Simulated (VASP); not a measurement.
# Bi (Im-3m) in VASP: a series of runs, part 2 of 3

VASP 6.6.1. The steps go on from the part before.

## 3. Relaxation of cell and atoms, r2SCAN, target pressure 40.8 GPa, at which the enthalpy is minimised

Contents of POSCAR:

```
Bi
1.0
   -1.7712650195      1.7712650195      1.7712650195
    1.7712650195     -1.7712650195      1.7712650195
    1.7712650195      1.7712650195     -1.7712650195
Bi
1
Direct
    0.0000000000      0.0000000000      0.0000000000
```

Contents of INCAR.step1:

```
SYSTEM = Bi
PREC = Accurate
ENCUT = 600
ISMEAR = -1
SIGMA = 0.1
LREAL = .FALSE.
LASPH = .TRUE.
NELM = 100
GGA = PE
ALGO = Normal
EDIFF = 1E-4
LWAVE = .TRUE.
LCHARG = .FALSE.
```

Contents of INCAR.step2:

```
SYSTEM = Bi
PREC = Accurate
ENCUT = 600
EDIFF = 1E-7
ISMEAR = -1
SIGMA = 0.1
LREAL = .FALSE.
LASPH = .TRUE.
NELM = 100
ALGO = Normal
ISIF = 3
LWAVE = .FALSE.
LCHARG = .FALSE.
METAGGA = R2SCAN
LMIXTAU = .TRUE.
IBRION = 2
NSW = 80
EDIFFG = -0.002
PSTRESS = 408.0
ISTART = 1
```

Contents of KPOINTS:

```
regular mesh
0
G
  16 16 16
  0 0 0
```

Potentials or basis: VASP PAW PBE potentials, release 64 (Bi_d).

Run with:

```sh
> cat potpaw_PBE.64/Bi_d/POTCAR > POTCAR
> cp INCAR.step1 INCAR
> mpirun -np 1 vasp_std > vasp.out
> cp INCAR.step2 INCAR
> mpirun -np 1 vasp_std > vasp.out
```

OUTCAR:

```text
SYSTEM = Bi
   PREC = Accurate
   ENCUT = 600
   EDIFF = 1E-7
   ISMEAR = -1
   LREAL = .FALSE.
   LASPH = .TRUE.
   NELM = 100
   ISIF = 3
   METAGGA = R2SCAN
   IBRION = 2
   NSW = 80
   EDIFFG = -0.002
   PSTRESS = 408.0
   ISTART = 1

 ion  position               nearest neighbor table
   1  0.000  0.000  0.000-

  LATTYP: Found a body centered cubic cell.
 ALAT       =     3.5425300390

  Lattice vectors:

 A1 = (  -1.7712650195,   1.7712650195,   1.7712650195)
 A2 = (   1.7712650195,  -1.7712650195,   1.7712650195)
 A3 = (   1.7712650195,   1.7712650195,  -1.7712650195)

Analysis of symmetry for initial positions (statically):
=====================================================================
 Subroutine PRICEL returns:
 Original cell was already a primitive cell.

 Routine SETGRP: Setting up the symmetry group for a
 body centered cubic supercell.

 Subroutine GETGRP returns: Found 48 space group operations
 (whereof 48 operations were pure point group operations)
 out of a pool of 48 trial point group operations.

The static configuration has the point symmetry O_h .

Analysis of symmetry for dynamics (positions and initial velocities):
=====================================================================
 Subroutine PRICEL returns:
 Original cell was already a primitive cell.

 Routine SETGRP: Setting up the symmetry group for a
 body centered cubic supercell.

 Subroutine GETGRP returns: Found 48 space group operations
 (whereof 48 operations were pure point group operations)
 out of a pool of 48 trial point group operations.

The dynamic configuration has the point symmetry O_h .

 Subroutine INISYM returns: Found 48 space group operations
 (whereof 48 operations are pure point group operations),
 and found     1 'primitive' translations

----------------------------------------------------------------------------------------

                                     Primitive cell
[... 119 lines left out ...]
   LRPA    =     F    only Hartree local field effects (RPA)
 conjugate gradient relaxation of ions
 non-spin polarized calculation
  energy-cutoff  :      600.00
  volume of cell :       22.23
 maximum number of plane-waves:       767
 NGX is ok and might be reduce to    28
   NGX = 13   NGY = 13   NGZ = 13

--------------------------------------- Ionic step        1  -------------------------------------------

 number of electron      15.0000004 magnetization

 Free energy of the ion-electron system (eV)
  ---------------------------------------------------
  ext. energy  EPLUGINS =         0.00000000
  ---------------------------------------------------
  free energy    TOTEN  =       -57.43811206 eV

  energy without entropy =      -57.42107593  energy(sigma->0) =      -57.42959399

------------------------ aborting loop because EDIFF is reached ----------------------------------------

  FORCE on cell =-STRESS in cart. coord.  units (eV):
  Direction    XX          YY          ZZ          XY          YZ          ZX
  --------------------------------------------------------------------------------------
  -------------------------------------------------------------------------------------
  Total        5.7473097      5.7473097      5.7473097      0.0000000      0.0000000     -0.0000000
  in kB      414.2519398    414.2519398    414.2519398      0.0000000      0.0000000     -0.0000000
  external PRESSURE =       6.2519398 kB  Pullay stress =     408.0000000 kB
[... 61 lines left out ...]
--------------------------------------- Ionic step        3  -------------------------------------------

 number of electron      15.0000004 magnetization

 Free energy of the ion-electron system (eV)
  ---------------------------------------------------
  ext. energy  EPLUGINS =         0.00000000
  ---------------------------------------------------
  free energy    TOTEN  =       -57.45440327 eV

  energy without entropy =      -57.43731398  energy(sigma->0) =      -57.44585862

 E-fermi :  12.7778     XC(G=0): -12.9964

 val. band max:       12.7588693427   @ k =   0.1875   0.1875   0.0625
 cond. band min:      12.8495276322   @ k =  -0.2500   0.2500   0.2500
 fundamental gap:      0.0906582895
 Fermi energy:        12.7778425383

 k-point     1 :       0.0000    0.0000    0.0000
  band No.  band energies     occupation
      1     -11.5320      2.00000
      2     -11.5320      2.00000
      3     -11.5320      2.00000
      4     -11.1362      2.00000
      5     -11.1362      2.00000
      6      -4.3974      2.00000
      7      21.1477      0.00000
      8      21.1477      0.00000
      9      21.1477      0.00000
     10      23.8024      0.00000
     11      23.8024      0.00000
[... 309 lines left out ...]
 k-point    24 :       0.2500    0.1875    0.0000
  band No.  band energies     occupation
      1     -11.5963      2.00000
      2     -11.4468      2.00000
      3     -11.2001      2.00000
      4     -11.1786      2.00000
      5     -11.0470      2.00000
      6      -0.4347      2.00000
      7       9.0361      2.00000
      8      12.3764      1.96455
      9      16.7768      0.00000
     10      23.0696      0.00000
     11      24.2288      0.00000

 [... further k-points ...]
[... 5 lines left out ...]
  --------------------------------------------------------------------------------------
  -------------------------------------------------------------------------------------
  Total        5.6776607      5.6776607      5.6776607     -0.0000000     -0.0000000      0.0000000
  in kB      408.0662289    408.0662289    408.0662289     -0.0000000     -0.0000000      0.0000000
  external PRESSURE =       0.0662289 kB  Pullay stress =     408.0000000 kB
[... 20 lines left out ...]
  energy  without entropy=      -57.4373139777  energy(sigma->0) =      -57.44585862

  enthalpy is  TOTEN    =       -51.7776640205 eV   P V=        5.6767392479

 reached required accuracy - stopping structural energy minimisation
```

OUTCAR.step1:

```text
SYSTEM = Bi
   PREC = Accurate
   ENCUT = 600
   ISMEAR = -1
   LREAL = .FALSE.
   LASPH = .TRUE.
[... 553 lines left out ...]
 -----------------------------------------------------------------------------------
      0.00000      0.00000      0.00000         0.000000     -0.000000      0.000000
 -----------------------------------------------------------------------------------
    total drift:                               -0.000000     -0.000000     -0.000000

  FREE ENERGIE OF THE ION-ELECTRON SYSTEM (eV)
  ---------------------------------------------------
  free  energy   TOTEN  =        -2.8896413941 eV

  energy  without entropy=       -2.8721094039  energy(sigma->0) =       -2.88087540
```

Wall time 4.6 min (1 thread of Intel Xeon Platinum 8488C (Sapphire Rapids), shared host); peak memory 0.2 GiB.

What came out:

| Item | Value |
| --- | --- |
| Free energy | -57.4544 eV |
| Relaxed volume | 22.29 Å³/atom |
| Relaxed cell | a = 3.071 Å, b = 3.071 Å, c = 3.071 Å, α = 109.47°, β = 109.47°, γ = 109.47° |
| Space group after relaxing (to 0.05 Å) | Im-3m (No. 229) |
| Energy change on relaxing (the enthalpy is what falls) | -16.3 meV/atom |
| Ionic steps | 3 |
| Pressure after relaxing | 40.8 GPa |

Step by step:
| step | energy change (eV) | largest force (eV/Å) | pressure (GPa) | volume (Å³) |
| --- | --- | --- | --- | --- |
| 1 | 0.0000 | 0.0000 | 41.43 | 22.23 |
| 2 | -0.0701 | 0.0000 | 38.76 | 22.51 |
| 3 | -0.0163 | 0.0000 | 40.81 | 22.29 |

Final structure:
```
CELL_PARAMETERS angstrom
-1.77295 1.77295 1.77295
1.77295 -1.77295 1.77295
1.77295 1.77295 -1.77295
ATOMIC_POSITIONS crystal
Bi 0.00000 0.00000 0.00000
```

Levels at points of the mesh, in eV from the Fermi level:
```csv
k point,band 4,band 5,band 6,band 7,band 8,band 9,band 10,band 11
"(0.00, 0.00, 0.00)",-23.91,-23.91,-17.18,8.37,8.37,8.37,11.02,11.02
"(0.50, 0.00, 0.00)",-23.93,-23.67,-11.48,-7.71,2.29,4.50,8.11,9.08
"(0.50, 0.50, 0.50)",-23.73,-23.73,-7.13,-2.92,-2.92,-2.92,3.66,3.66
```

Caveat: the cell is relaxed towards a set pressure, so the enthalpy falls and the energy may rise; the PAW data sets were made with another functional, which shifts forces and pressure a little; spin-orbit coupling is left out, which moves the levels of the heavy elements.

(Continued in part 3 of 3.)
